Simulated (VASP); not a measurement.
# KTaSe3 (Pm-3m) in VASP: further runs

KTaSe3 is run at these levels: PBE; tasks: single point.

Everything below comes from runs of VASP 6.6.1. Logs are shortened: lines on timing, memory, paths and dates and some standing lists are left out, and cuts for length are marked.

### Step 1. The cell of the first run

Symmetry: Pm-3m, No. 221, cubic system. Conventional cell: a = 5.115 Å, b = 5.115 Å, c = 5.115 Å, α = 90.00°, β = 90.00°, γ = 90.00°. Within 4.8 Å of K (site symmetry m-3m) lie 12 Se at 3.62 Å and 8 Ta at 4.43 Å. Within 3.4 Å of Ta (site symmetry m-3m) lie 6 Se at 2.56 Å. Se (site symmetry 4/mmm) has 2 Ta at 2.56 Å within 3.4 Å.

The cell was generated, and may not be a known phase.

### Step 2. Single point, PBE

Contents of INCAR:

```
SYSTEM = KTaSe3
ALGO = Normal
EDIFF = 1E-7
ENCUT = 520
GGA = PE
ISIF = 2
ISMEAR = 0
LASPH = .TRUE.
LCHARG = .FALSE.
LREAL = .FALSE.
LWAVE = .FALSE.
NBANDS = 27
NELM = 80
PREC = Accurate
SIGMA = 0.1
```

Contents of KPOINTS:

```
k-points
0
G
  8 8 8
  0 0 0
```

Contents of POSCAR:

```
KTaSe3
1.0
    5.1145123448      0.0000000000      0.0000000000
    0.0000000000      5.1145123448      0.0000000000
    0.0000000000      0.0000000000      5.1145123448
K Ta Se
1 1 3
Direct
    0.0000000000      0.0000000000      0.0000000000
    0.5000000000      0.5000000000      0.5000000000
    0.0000000000      0.5000000000      0.5000000000
    0.5000000000      0.0000000000      0.5000000000
    0.5000000000      0.5000000000      0.0000000000
```

Potentials or basis: VASP PAW PBE potentials, release 64 (K_sv, Ta_pv, Se).

Command:

```
$ cat potpaw_PBE.64/K_sv/POTCAR potpaw_PBE.64/Ta_pv/POTCAR potpaw_PBE.64/Se/POTCAR > POTCAR
$ mpirun -np 1 vasp_std > vasp.out
```

OUTCAR:

```text
SYSTEM = KTaSe3
   EDIFF = 1E-7
   ENCUT = 520
   GGA = PE
   ISIF = 2
   ISMEAR = 0
   LASPH = .TRUE.
   LREAL = .FALSE.
   NELM = 80
   PREC = Accurate

 ion  position               nearest neighbor table
   1  0.000  0.000  0.000-
   2  0.500  0.500  0.500-   3 2.56   4 2.56   5 2.56   5 2.56   4 2.56   3 2.56
   3  0.000  0.500  0.500-   2 2.56   2 2.56
   4  0.500  0.000  0.500-   2 2.56   2 2.56
   5  0.500  0.500  0.000-   2 2.56   2 2.56

  LATTYP: Found a simple cubic cell.
 ALAT       =     5.1145123448

  Lattice vectors:

 A1 = (   5.1145123448,   0.0000000000,   0.0000000000)
 A2 = (   0.0000000000,   5.1145123448,   0.0000000000)
 A3 = (   0.0000000000,   0.0000000000,   5.1145123448)

Analysis of symmetry for initial positions (statically):
=====================================================================
 Subroutine PRICEL returns:
 Original cell was already a primitive cell.

 Routine SETGRP: Setting up the symmetry group for a
 simple cubic supercell.

 Subroutine GETGRP returns: Found 48 space group operations
 (whereof 48 operations were pure point group operations)
 out of a pool of 48 trial point group operations.

The static configuration has the point symmetry O_h .

Analysis of symmetry for dynamics (positions and initial velocities):
=====================================================================
 Subroutine PRICEL returns:
 Original cell was already a primitive cell.

 Routine SETGRP: Setting up the symmetry group for a
 simple cubic supercell.

 Subroutine GETGRP returns: Found 48 space group operations
 (whereof 48 operations were pure point group operations)
 out of a pool of 48 trial point group operations.

The dynamic configuration has the point symmetry O_h .

 Subroutine INISYM returns: Found 48 space group operations
 (whereof 48 operations are pure point group operations),
 and found     1 'primitive' translations

----------------------------------------------------------------------------------------

                                     Primitive cell

  volume of cell :     133.7866

  direct lattice vectors                    reciprocal lattice vectors
     5.114512345  0.000000000  0.000000000     0.195522062  0.000000000  0.000000000
     0.000000000  5.114512345  0.000000000     0.000000000  0.195522062  0.000000000
     0.000000000  0.000000000  5.114512345     0.000000000  0.000000000  0.195522062

  length of vectors
     5.114512345  5.114512345  5.114512345     0.195522062  0.195522062  0.195522062

  position of ions in fractional coordinates (direct lattice)
     0.000000000  0.000000000  0.000000000
     0.500000000  0.500000000  0.500000000
     0.000000000  0.500000000  0.500000000
     0.500000000  0.000000000  0.500000000
     0.500000000  0.500000000  0.000000000

  ion indices of the primitive-cell ions
   primitive index   ion index
                 1           1
                 2           2
                 3           3
                 4           4
                 5           5

----------------------------------------------------------------------------------------

 KPOINTS: k-points

Automatic generation of k-mesh.
 Grid dimensions read from file:
 generate k-points for:    8    8    8

 Generating k-lattice:

  Cartesian coordinates                     Fractional coordinates (reciprocal lattice)
     0.024440258  0.000000000  0.000000000     0.125000000  0.000000000  0.000000000
     0.000000000  0.024440258  0.000000000     0.000000000  0.125000000  0.000000000
     0.000000000  0.000000000  0.024440258     0.000000000  0.000000000  0.125000000

  Length of vectors
     0.024440258  0.024440258  0.024440258

  Shift w.r.t. Gamma in fractional coordinates (k-lattice)
     0.000000000  0.000000000  0.000000000

 Subroutine IBZKPT returns following result:
 ===========================================

 Found     35 irreducible k-points:

 Following reciprocal coordinates:
            Coordinates               Weight
  0.000000  0.000000  0.000000      1.000000
  0.125000  0.000000  0.000000      6.000000
  0.250000  0.000000  0.000000      6.000000
  0.375000  0.000000  0.000000      6.000000
  0.500000  0.000000  0.000000      3.000000
  0.125000  0.125000  0.000000     12.000000
[... 16 lines left out ...]
  0.375000  0.375000  0.125000     24.000000
  0.500000  0.375000  0.125000     24.000000
 [... further k-points ...]
   k-points           NKPTS =     35   k-points in BZ     NKDIM =     35   number of bands    NBANDS=     27
   number of dos      NEDOS =    301   number of ions     NIONS =      5
   total plane-waves  NPLWV =  64000
   dimension x,y,z NGX =    40 NGY =   40 NGZ =   40
   dimension x,y,z NGXF=    80 NGYF=   80 NGZF=   80
   ions per type =               1   1   3
   NGX,Y,Z   is equivalent  to a cutoff of  13.00, 13.00, 13.00 a.u.
   NGXF,Y,Z  is equivalent  to a cutoff of  26.00, 26.00, 26.00 a.u.
 SYSTEM =  KTaSe3
   PREC   = accura    normal or accurate (medium, high low for compatibility)
   ISTART =      0    job   : 0-new  1-cont  2-samecut
   ICHARG =      2    charge: 1-file 2-atom 10-const
   ISPIN  =      1    spin polarized calculation?
   LNONCOLLINEAR =      F non collinear calculations
   LSORBIT =      F    spin-orbit coupling
   LASPH  =      T    aspherical Exc in radial PAW
   ENCUT  =  520.0 eV  38.22 Ry    6.18 a.u.   9.51  9.51  9.51*2*pi/ulx,y,z
   NELM   =     80;   NELMIN=  2; NELMDL= -5     # of ELM steps
   EDIFF  = 0.1E-06   stopping-criterion for ELM
   LREAL  =      F    real-space projection
   EDIFFG = 0.1E-05   stopping-criterion for IOM
   NSW    =      0    number of steps for IOM
   IBRION =     -1    ionic relax: 0-MD 1-quasi-New 2-CG
   NFREE  =      0    steps in history (QN), initial steepest desc. (CG)
   ISIF   =      2    stress and relaxation
   ISYM   =      2    0-nonsym 1-usesym 2-fastsym
   POTIM  = 0.5000    time-step for ionic-motion
   TEBEG  =    0.0;   TEEND  =   0.0 temperature during run
   PSTRESS=    0.0 pullay stress
   NELECT =      38.0000    total number of electrons
   NUPDOWN=      -1.0000    fix difference up-down
   EMIN   =  10.00;   EMAX   =-10.00  energy-range for DOS
   EFERMI =   0.00;   METHOD = LEGACY
   ISMEAR =     0;   SIGMA  =   0.10  broadening in eV -4-tet -1-fermi 0-gaus
   EFERMI_NEDOS =   21; number of points for ismear=-14 and -15
   IALGO  =     38    algorithm
   IMIX   =      4    mixing-type and parameters
     AMIX     =   0.40;   BMIX     =  1.00
     AMIX_MAG =   1.60;   BMIX_MAG =  1.00
  volume/ion in A,a.u.               =      26.76       180.57
  Fermi-wavevector in a.u.,A,eV,Ry     =   1.076131  2.033593 15.756334  1.158058
  Thomas-Fermi vector in A             =   2.212007
   LORBIT       =      0    0 simple, 1 ext, 2 COOP (PROOUT), +10 PAW based schemes
   GGA     = PE    functional components
   LHFCALC =     F    Hartree Fock is set to
   AEXX    =    0.0000 exact exchange contribution
   IVDW    =     0    specifies the selected vdW correction
   LEPSILON=     F    determine dielectric tensor
   LRPA    =     F    only Hartree local field effects (RPA)
 non-spin polarized calculation
 Gauss-broadening in eV      SIGMA  =   0.10
  energy-cutoff  :      520.00
  volume of cell :      133.79
 maximum number of plane-waves:      3695
 NGX is ok and might be reduce to    40
   NGX = 19   NGY = 19   NGZ = 19

 number of electron      38.0000009 magnetization

 Free energy of the ion-electron system (eV)
  ---------------------------------------------------
  ext. energy  EPLUGINS =         0.00000000
  ---------------------------------------------------
  free energy    TOTEN  =       -27.17058136 eV

  energy without entropy =      -27.15603669  energy(sigma->0) =      -27.16330903

 E-fermi :   2.5593     XC(G=0):  -9.0664

 val. band max:        2.5033599632   @ k =   0.5000   0.3750   0.2500
 cond. band min:       2.5676922534   @ k =   0.5000   0.3750   0.3750
 fundamental gap:      0.0643322902
 Fermi energy:         2.5593288138

 k-point     1 :       0.0000    0.0000    0.0000
  band No.  band energies     occupation
      1     -33.2950      2.00000
      2     -33.2950      2.00000
      3     -33.2950      2.00000
      4     -27.4509      2.00000
      5     -11.1077      2.00000
      6     -10.9457      2.00000
[... 19 lines left out ...]
     26       6.2901      0.00000
     27       7.1121      0.00000

 k-point     2 :       0.1250    0.0000    0.0000
  band No.  band energies     occupation
      1     -33.2952      2.00000
      2     -33.2949      2.00000
      3     -33.2949      2.00000
      4     -27.4508      2.00000
      5     -11.1295      2.00000
      6     -10.9451      2.00000
[... 19 lines left out ...]
     26       6.7029      0.00000
     27       7.2869      0.00000

 k-point     3 :       0.2500    0.0000    0.0000
  band No.  band energies     occupation
      1     -33.2958      2.00000
      2     -33.2949      2.00000
      3     -33.2949      2.00000
      4     -27.4506      2.00000
      5     -11.1696      2.00000
      6     -10.9437      2.00000
[... 19 lines left out ...]
     26       7.3903      0.00000
     27       8.0277      0.00000

 k-point     4 :       0.3750    0.0000    0.0000
  band No.  band energies     occupation
      1     -33.2964      2.00000
      2     -33.2948      2.00000
      3     -33.2948      2.00000
      4     -27.4504      2.00000
      5     -11.2036      2.00000
      6     -10.9423      2.00000
[... 19 lines left out ...]
     26       7.9116      0.00000
     27       8.6851      0.00000

 k-point     5 :       0.5000    0.0000    0.0000
  band No.  band energies     occupation
      1     -33.2966      2.00000
      2     -33.2948      2.00000
      3     -33.2948      2.00000
      4     -27.4503      2.00000
      5     -11.2168      2.00000
      6     -10.9417      2.00000
[... 19 lines left out ...]
     26       8.2344      0.00000
     27       8.6250      0.00000

 k-point     6 :       0.1250    0.1250    0.0000
  band No.  band energies     occupation
      1     -33.2952      2.00000
      2     -33.2952      2.00000
      3     -33.2949      2.00000
      4     -27.4507      2.00000
      5     -11.1320      2.00000
      6     -10.9572      2.00000
[... 444 lines left out ...]
      1     -33.2962      2.00000
      2     -33.2956      2.00000
      3     -33.2949      2.00000
      4     -27.4501      2.00000
      5     -11.0944      2.00000
      6     -10.9826      2.00000
[... 19 lines left out ...]
     26       8.6439      0.00000
     27       8.9119      0.00000

 k-point    22 :       0.5000    0.2500    0.1250
  band No.  band energies     occupation
      1     -33.2965      2.00000
      2     -33.2956      2.00000
      3     -33.2949      2.00000
      4     -27.4500      2.00000
      5     -11.0966      2.00000
      6     -10.9798      2.00000
[... 19 lines left out ...]
     26       8.6205      0.00000
     27       9.3120      0.00000

 k-point    23 :       0.3750    0.3750    0.1250
  band No.  band energies     occupation
      1     -33.2962      2.00000
      2     -33.2962      2.00000
      3     -33.2949      2.00000
      4     -27.4499      2.00000
      5     -11.0464      2.00000
      6     -11.0016      2.00000
[... 19 lines left out ...]
     26       8.7582      0.00000
     27       9.1632      0.00000

 k-point    24 :       0.5000    0.3750    0.1250
  band No.  band energies     occupation
      1     -33.2964      2.00000
      2     -33.2961      2.00000
      3     -33.2948      2.00000
      4     -27.4498      2.00000
      5     -11.0353      2.00000
      6     -11.0017      2.00000
[... 19 lines left out ...]
     26       8.9760      0.00000
     27       9.2623      0.00000

 [... further k-points ...]
[... 5 lines left out ...]
  --------------------------------------------------------------------------------------
  -------------------------------------------------------------------------------------
  Total        0.1023329      0.1023329      0.1023329      0.0000000      0.0000000     -0.0000000
  in kB        1.2255002      1.2255002      1.2255002      0.0000000      0.0000000     -0.0000000
  external PRESSURE =       1.2255002 kB  Pullay stress =       0.0000000 kB

 VOLUME and BASIS-vectors are now :
 -----------------------------------------------------------------------------
  energy-cutoff  :      520.00
  volume of cell :      133.79
      direct lattice vectors                 reciprocal lattice vectors
     5.114512345  0.000000000  0.000000000     0.195522062  0.000000000  0.000000000
     0.000000000  5.114512345  0.000000000     0.000000000  0.195522062  0.000000000
     0.000000000  0.000000000  5.114512345     0.000000000  0.000000000  0.195522062

 POSITION                                       TOTAL-FORCE (eV/Angst)
 -----------------------------------------------------------------------------------
      0.00000      0.00000      0.00000         0.000000      0.000000      0.000000
      2.55726      2.55726      2.55726         0.000000      0.000000      0.000000
      0.00000      2.55726      2.55726         0.000000      0.000000      0.000000
      2.55726      0.00000      2.55726         0.000000      0.000000      0.000000
      2.55726      2.55726      0.00000         0.000000      0.000000      0.000000
 -----------------------------------------------------------------------------------
    total drift:                                0.000000     -0.000000     -0.000000

  FREE ENERGIE OF THE ION-ELECTRON SYSTEM (eV)
  ---------------------------------------------------
  free  energy   TOTEN  =       -27.1705813588 eV

  energy  without entropy=      -27.1560366922  energy(sigma->0) =      -27.16330903
```

Wall time 2.5 min (1 thread of Intel Xeon 8259CL, shared host); peak memory 0.33 GiB.

Results:

- Free energy: -27.1706 eV
- Pressure: 0.1 GPa
- Band gap on the k mesh: zero (bands 19 and 20 overlap by 0.87 eV)

Levels at points of the mesh, in eV from the Fermi level:
```
           k point  band 15  band 16  band 17  band 18  band 19  band 20  band 21  band 22  band 23  band 24
(0.00, 0.00, 0.00)    -1.20    -1.20    -0.72    -0.72    -0.72    -0.53    -0.53    -0.53     1.32     1.32
(0.50, 0.00, 0.00)    -2.96    -2.54    -1.71    -0.82    -0.82    -0.66     1.35     1.84     1.84     2.11
(0.50, 0.50, 0.00)    -3.00    -2.81    -1.97    -1.97     0.11     1.67     1.81     1.81     1.93     5.87
(0.50, 0.50, 0.50)    -4.26    -4.26     0.16     0.16     0.16     2.08     2.08     2.08     3.58     5.10
```

Caveat: spin-orbit coupling is left out, which moves the levels of the heavy elements.

### Step 3. Single point, PBE (27.56 Å³/atom)

This run uses another cell than the first one, of 27.56 Å³/atom.

Contents of INCAR:

```
ALGO = Normal
EDIFF = 1E-6
ENCUT = 520
GGA = PE
ISIF = 2
ISMEAR = 0
LASPH = True
LCHARG = True
LELF = True
LREAL = False
LVHAR = True
LWAVE = False
NBANDS = 27
NELM = 100
PREC = Accurate
SIGMA = 0.1
```

Contents of KPOINTS:

```
k-points
0
Gamma
  8 8 8
```

Edit POSCAR of step 2 so:

```diff
@@ -2,5 +2,5 @@
 1.0
-    5.1145123448      0.0000000000      0.0000000000
-    0.0000000000      5.1145123448      0.0000000000
-    0.0000000000      0.0000000000      5.1145123448
+    5.1651543744      0.0000000000      0.0000000000
+    0.0000000000      5.1651543744      0.0000000000
+    0.0000000000      0.0000000000      5.1651543744
 K Ta Se
```

Potentials or basis: VASP PAW PBE potentials, release 64 (K_sv, Ta_pv, Se).

Command:

```
$ cat potpaw_PBE.64/K_sv/POTCAR potpaw_PBE.64/Ta_pv/POTCAR potpaw_PBE.64/Se/POTCAR > POTCAR
$ mpirun -np 1 vasp_std > vasp.out
```

Run time: 2.5 min. Hardware: 1 thread of Intel Xeon 8259CL, shared host; peak memory 0.33 GiB.

It converged, with:

```
Free energy            : -27.1504 eV
Pressure               : -1.7 GPa
Band gap on the k mesh : zero (bands 19 and 20 overlap by 0.81 eV)
```

Levels at points of the mesh, in eV from the Fermi level:
```tsv
k point	band 16	band 17	band 18	band 19	band 20	band 21	band 22	band 23
(0.00, 0.00, 0.00)	-1.15	-0.67	-0.67	-0.67	-0.54	-0.54	-0.54	1.23
(0.50, 0.00, 0.00)	-2.46	-1.63	-0.81	-0.81	-0.62	1.26	1.76	1.76
(0.50, 0.50, 0.00)	-2.78	-1.90	-1.90	0.10	1.55	1.73	1.73	1.87
(0.50, 0.50, 0.50)	-4.11	0.14	0.14	0.14	2.01	2.01	2.01	3.61
```

Caveat: spin-orbit coupling is left out, which moves the levels of the heavy elements.

### Step 4. Single point, PBE (28.36 Å³/atom)

This run uses another cell than the first one, of 28.36 Å³/atom.

Contents of INCAR:

```
PREC = Accurate ; ENCUT = 520
EDIFF = 1E-7 ; ISMEAR = 0
SIGMA = 0.1 ; LREAL = False
LASPH = True ; NELM = 80
ALGO = Normal ; ISIF = 2
LWAVE = False ; LCHARG = False
GGA = PE ; NBANDS = 27
```

Contents of KPOINTS:

```
Automatic mesh
0
Gamma
  8 8 8
```

Edit POSCAR of step 3 so:

```diff
@@ -2,5 +2,5 @@
 1.0
-    5.1651543744      0.0000000000      0.0000000000
-    0.0000000000      5.1651543744      0.0000000000
-    0.0000000000      0.0000000000      5.1651543744
+    5.2148223672      0.0000000000      0.0000000000
+    0.0000000000      5.2148223672      0.0000000000
+    0.0000000000      0.0000000000      5.2148223672
 K Ta Se
```

Command:

```
$ cat potpaw_PBE.64/K_sv/POTCAR potpaw_PBE.64/Ta_pv/POTCAR potpaw_PBE.64/Se/POTCAR > POTCAR
$ mpirun -np 1 vasp_std > vasp.out
```

Wall time 2.6 min (1 thread of Intel Xeon 8259CL, shared host); peak memory 0.33 GiB.

The run converged. Its results:

| Quantity | Value |
| --- | --- |
| Free energy | -27.0875 eV |
| Pressure | -3.3 GPa |
| Band gap on the k mesh | zero (bands 19 and 20 overlap by 0.75 eV) |

Levels at points of the mesh, in eV from the Fermi level:
| k point | band 15 | band 16 | band 17 | band 18 | band 19 | band 20 | band 21 | band 22 | band 23 | band 24 |
| --- | --- | --- | --- | --- | --- | --- | --- | --- | --- | --- |
| (0.00, 0.00, 0.00) | -1.11 | -1.11 | -0.62 | -0.62 | -0.62 | -0.55 | -0.55 | -0.55 | 1.15 | 1.15 |
| (0.50, 0.00, 0.00) | -2.75 | -2.38 | -1.55 | -0.79 | -0.79 | -0.58 | 1.17 | 1.69 | 1.69 | 1.82 |
| (0.50, 0.50, 0.00) | -2.78 | -2.75 | -1.84 | -1.84 | 0.09 | 1.44 | 1.66 | 1.66 | 1.81 | 5.81 |
| (0.50, 0.50, 0.50) | -3.97 | -3.97 | 0.13 | 0.13 | 0.13 | 1.93 | 1.93 | 1.93 | 3.64 | 5.02 |

Caveat: the cell stands under tension; spin-orbit coupling is left out, which moves the levels of the heavy elements.

### Step 5. Overview

| cell | gap on the mesh (eV) | pressure (GPa) |
| --- | --- | --- |
| a = 5.115 Å, 5 atoms | none | 0.1 |
| a = 5.165 Å, 5 atoms | none | -1.7 |
| a = 5.215 Å, 5 atoms | none | -3.3 |

Alike in all rows: task single point; level PBE; potentials or basis VASP PAW PBE potentials, release 64 (K_sv, Ta_pv, Se); no spin polarisation; k mesh 8 × 8 × 8; cutoff (eV) 520; smearing gaussian 0.1 eV.

Caveats: spin-orbit coupling is left out, which moves the levels of the heavy elements; the cell stands under tension (at least some runs).

Absolute energies hang on the potentials; compare differences alone.

The gap in the log of VASP goes by the Fermi energy; the results here count the filled bands.